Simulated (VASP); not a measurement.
# Sb in VASP: notebook, part 2 of 2

VASP 6.6.1.

## 6. Single point, PBEsol

Contents of INCAR:

```
ALGO = Normal
EDIFF = 1E-6
ENCUT = 400
GGA = PS
GGA_COMPAT = False
ISIF = 2
ISMEAR = -1
LASPH = True
LCHARG = True
LELF = True
LREAL = False
LVHAR = True
LWAVE = False
NBANDS = 12
NELM = 120
NELMDL = -8
PREC = Accurate
SIGMA = 0.05
```

Contents of KPOINTS:

```
k-points
0
Gamma
  8 9 1
```

Contents of POSCAR:

```
Sb
1.0
    3.2305600000      0.0000000000      0.0000000000
    0.0000000000      3.1098000000      0.0000000000
    0.0000000000      0.0000000000     31.3600000000
Sb
2
Direct
    0.0000000000      0.0000000000      0.2463800000
    0.5000000000      0.0000000000      0.3276000000
```

Potentials or basis: VASP PAW PBE potentials, release 64 (Sb).

Run with:

```sh
$ cat potpaw_PBE.64/Sb/POTCAR > POTCAR
$ mpirun -np 1 vasp_std > vasp.out
```

OUTCAR:

```text
EDIFF = 1E-6
   ENCUT = 400
   GGA = PS
   ISIF = 2
   ISMEAR = -1
   LASPH = True
   LREAL = False
   NELM = 120
   NELMDL = -8
   PREC = Accurate

 ion  position               nearest neighbor table
   1  0.000  0.000  0.246-   2 3.02   2 3.02
   2  0.500  0.000  0.328-   1 3.02   1 3.02

  LATTYP: Found a simple orthorhombic cell.
 ALAT       =     3.1098000000
 B/A-ratio  =     1.0388320792
 C/A-ratio  =    10.0842497910

  Lattice vectors:

 A1 = (   0.0000000000,  -3.1098000000,   0.0000000000)
 A2 = (   3.2305600000,   0.0000000000,   0.0000000000)
 A3 = (   0.0000000000,   0.0000000000,  31.3600000000)

Analysis of symmetry for initial positions (statically):
=====================================================================
 Subroutine PRICEL returns:
 Original cell was already a primitive cell.

 Routine SETGRP: Setting up the symmetry group for a
 simple orthorhombic supercell.

 Subroutine GETGRP returns: Found  8 space group operations
 (whereof  4 operations were pure point group operations)
 out of a pool of  8 trial point group operations.

The static configuration has the point symmetry C_2v.
 The point group associated with its full space group is D_2h.

Analysis of symmetry for dynamics (positions and initial velocities):
=====================================================================
 Subroutine PRICEL returns:
 Original cell was already a primitive cell.

 Routine SETGRP: Setting up the symmetry group for a
 simple orthorhombic supercell.

 Subroutine GETGRP returns: Found  8 space group operations
 (whereof  4 operations were pure point group operations)
 out of a pool of  8 trial point group operations.

The dynamic configuration has the point symmetry C_2v.
 The point group associated with its full space group is D_2h.

 Subroutine INISYM returns: Found  8 space group operations
 (whereof  4 operations are pure point group operations),
 and found     1 'primitive' translations

----------------------------------------------------------------------------------------

                                     Primitive cell

  volume of cell :     315.0550

  direct lattice vectors                    reciprocal lattice vectors
     3.230560000  0.000000000  0.000000000     0.309543856  0.000000000  0.000000000
     0.000000000  3.109800000  0.000000000     0.000000000  0.321564088  0.000000000
     0.000000000  0.000000000 31.360000000     0.000000000  0.000000000  0.031887755

  length of vectors
     3.230560000  3.109800000 31.360000000     0.309543856  0.321564088  0.031887755

  position of ions in fractional coordinates (direct lattice)
     0.000000000  0.000000000  0.246380000
     0.500000000  0.000000000  0.327600000

  ion indices of the primitive-cell ions
   primitive index   ion index
                 1           1
                 2           2

----------------------------------------------------------------------------------------

 KPOINTS: k-points

Automatic generation of k-mesh.
 Grid dimensions read from file:
 generate k-points for:    8    9    1

 Generating k-lattice:

  Cartesian coordinates                     Fractional coordinates (reciprocal lattice)
[... 41 lines left out ...]
   k-points           NKPTS =     25   k-points in BZ     NKDIM =     25   number of bands    NBANDS=     12
   number of dos      NEDOS =    301   number of ions     NIONS =      2
   total plane-waves  NPLWV = 100800
   dimension x,y,z NGX =    24 NGY =   20 NGZ =  210
   dimension x,y,z NGXF=    48 NGYF=   40 NGZF=  420
   ions per type =               2
   NGX,Y,Z   is equivalent  to a cutoff of  12.35, 10.69, 11.13 a.u.
   NGXF,Y,Z  is equivalent  to a cutoff of  24.70, 21.38, 22.27 a.u.
 SYSTEM =  unknown system
   PREC   = accura    normal or accurate (medium, high low for compatibility)
   ISTART =      0    job   : 0-new  1-cont  2-samecut
   ICHARG =      2    charge: 1-file 2-atom 10-const
   ISPIN  =      1    spin polarized calculation?
   LNONCOLLINEAR =      F non collinear calculations
   LSORBIT =      F    spin-orbit coupling
   LASPH  =      T    aspherical Exc in radial PAW
   ENCUT  =  400.0 eV  29.40 Ry    5.42 a.u.   5.27  5.07 51.14*2*pi/ulx,y,z
   NELM   =    120;   NELMIN=  2; NELMDL= -8     # of ELM steps
   EDIFF  = 0.1E-05   stopping-criterion for ELM
   LREAL  =      F    real-space projection
   EDIFFG = 0.1E-04   stopping-criterion for IOM
   NSW    =      0    number of steps for IOM
   IBRION =     -1    ionic relax: 0-MD 1-quasi-New 2-CG
   NFREE  =      0    steps in history (QN), initial steepest desc. (CG)
   ISIF   =      2    stress and relaxation
   ISYM   =      2    0-nonsym 1-usesym 2-fastsym
   POTIM  = 0.5000    time-step for ionic-motion
   TEBEG  =    0.0;   TEEND  =   0.0 temperature during run
   PSTRESS=    0.0 pullay stress
   NELECT =      10.0000    total number of electrons
   NUPDOWN=      -1.0000    fix difference up-down
   EMIN   =  10.00;   EMAX   =-10.00  energy-range for DOS
   EFERMI =   0.00;   METHOD = LEGACY
   ISMEAR =    -1;   SIGMA  =   0.05  broadening in eV -4-tet -1-fermi 0-gaus
   EFERMI_NEDOS =   21; number of points for ismear=-14 and -15
   IALGO  =     38    algorithm
   IMIX   =      4    mixing-type and parameters
     AMIX     =   0.40;   BMIX     =  1.00
     AMIX_MAG =   1.60;   BMIX_MAG =  1.00
  volume/ion in A,a.u.               =     157.53      1063.05
  Fermi-wavevector in a.u.,A,eV,Ry     =   0.518338  0.979516  3.655530  0.268674
  Thomas-Fermi vector in A             =   1.535183
   LORBIT       =      0    0 simple, 1 ext, 2 COOP (PROOUT), +10 PAW based schemes
   GGA     = PS    functional components
   LHFCALC =     F    Hartree Fock is set to
   AEXX    =    0.0000 exact exchange contribution
   IVDW    =     0    specifies the selected vdW correction
   LEPSILON=     F    determine dielectric tensor
   LRPA    =     F    only Hartree local field effects (RPA)
 non-spin polarized calculation
  energy-cutoff  :      400.00
  volume of cell :      315.05
 maximum number of plane-waves:      5762
 NGX is ok and might be reduce to    24
   NGX = 11   NGY = 11   NGZ =103

 number of electron      10.0000000 magnetization

 number of electron       9.9999997 magnetization

 Free energy of the ion-electron system (eV)
  ---------------------------------------------------
  ext. energy  EPLUGINS =         0.00000000
  ---------------------------------------------------
  free energy    TOTEN  =        -8.53326413 eV

  energy without entropy =       -8.52254393  energy(sigma->0) =       -8.52790403

 E-fermi :  -1.8616     XC(G=0):  -2.2281

 val. band max:       -1.8758239833   @ k =   0.2500   0.1111   0.0000
 cond. band min:      -1.7497193711   @ k =   0.3750   0.3333   0.0000
 fundamental gap:      0.1261046123
 Fermi energy:        -1.8616016798

 k-point     1 :       0.0000    0.0000    0.0000
  band No.  band energies     occupation
      1     -14.3912      2.00000
      2     -11.8325      2.00000
      3      -5.8357      2.00000
      4      -1.2975      0.00003
      5       0.0337      0.00000
      6       1.2861      0.00000
      7       1.6360      0.00000
      8       2.0609      0.00000
      9       2.1397      0.00000
     10       2.4164      0.00000
     11       2.5872      0.00000
     12       2.8632      0.00000
[... 331 lines left out ...]
 k-point    24 :       0.3750    0.4444    0.0000
  band No.  band energies     occupation
      1     -10.2218      2.00000
      2      -8.2632      2.00000
      3      -5.5040      2.00000
      4      -4.7187      2.00000
      5      -4.2459      2.00000
      6      -3.2068      2.00000
      7      -1.0941      0.00000
      8       1.2056      0.00000
      9       1.4393      0.00000
     10       2.4673      0.00000
     11       4.0226      0.00000
     12       5.2899      0.00000

 [... further k-points ...]

------------------------ aborting loop because EDIFF is reached ----------------------------------------

  FORCE on cell =-STRESS in cart. coord.  units (eV):
  Direction    XX          YY          ZZ          XY          YZ          ZX
  --------------------------------------------------------------------------------------
  -------------------------------------------------------------------------------------
  Total        0.2886615     -0.7435604     -0.3634587      0.0000000      0.0000000      0.0000000
  in kB        1.4679563     -3.7812946     -1.8483290      0.0000000      0.0000000      0.0000000
  external PRESSURE =      -1.3872224 kB  Pullay stress =       0.0000000 kB

 VOLUME and BASIS-vectors are now :
 -----------------------------------------------------------------------------
  energy-cutoff  :      400.00
  volume of cell :      315.05
      direct lattice vectors                 reciprocal lattice vectors
     3.230560000  0.000000000  0.000000000     0.309543856  0.000000000  0.000000000
     0.000000000  3.109800000  0.000000000     0.000000000  0.321564088  0.000000000
     0.000000000  0.000000000 31.360000000     0.000000000  0.000000000  0.031887755

 POSITION                                       TOTAL-FORCE (eV/Angst)
 -----------------------------------------------------------------------------------
      0.00000      0.00000      7.72648         0.000000      0.000000      0.141008
      1.61528      0.00000     10.27354         0.000000      0.000000     -0.141008
 -----------------------------------------------------------------------------------
    total drift:                               -0.000000      0.000000     -0.000001

  FREE ENERGIE OF THE ION-ELECTRON SYSTEM (eV)
  ---------------------------------------------------
  free  energy   TOTEN  =        -8.5332641304 eV

  energy  without entropy=       -8.5225439250  energy(sigma->0) =       -8.52790403
```

Wall time 76 s (1 thread of AMD EPYC 7R13 (Zen 3), shared host); peak memory 0.27 GiB.

Results:

| Property | Result |
| --- | --- |
| Free energy | -8.5333 eV |
| Largest force | 0.141 eV/Å |
| Band gap on the k mesh | zero (band 5 reaches 0.03 eV, above the bottom of band 6 at -4.46 eV) |

Forces on the atoms (eV/Å):
```
Sb   0.000  0.000  0.141
Sb   0.000  0.000 -0.141
```

Levels at points of the mesh, in eV from the Fermi level:
| k point | band 1 | band 2 | band 3 | band 4 | band 5 | band 6 | band 7 | band 8 | band 9 | band 10 |
| --- | --- | --- | --- | --- | --- | --- | --- | --- | --- | --- |
| (0.00, 0.00, 0.00) | -12.53 | -9.97 | -3.97 | 0.56 | 1.90 | 3.15 | 3.50 | 3.92 | 4.00 | 4.28 |
| (0.50, 0.00, 0.00) | -9.41 | -9.41 | -4.75 | -4.75 | -0.20 | -0.20 | 5.33 | 5.33 | 5.76 | 5.76 |

Caveat: the PAW data sets were made with another functional, which shifts forces and pressure a little; spin-orbit coupling is left out, which moves the levels of the heavy elements.

## 7. Summary

```csv
level,potentials or basis,cutoff (eV),gap on the mesh (eV),largest force (eV/Å)
PBE,"VASP PAW PBE potentials, release 64 (Sb)",520,none,0.01
PBE,"VASP PAW PBE potentials, release 64 (Sb)",400,none,0.07
LDA,"VASP PAW LDA potentials, release 64 (Sb)",400,none,0.24
PBEsol,"VASP PAW PBE potentials, release 64 (Sb)",400,none,0.14
```

Some of these runs hold the atoms at other places in the same cell, which the table doesn't show; runs alike in all that it shows share one row.

Alike in all rows: task single point; no spin polarisation; cell as given; k mesh 8 × 9 × 1; smearing fermi-dirac 0.05 eV.

Caveats: spin-orbit coupling is left out, which moves the levels of the heavy elements; the PAW data sets were made with another functional, which shifts forces and pressure a little (some runs).

Total energies depend on the potentials used, so only differences within one code and one set of settings carry meaning.
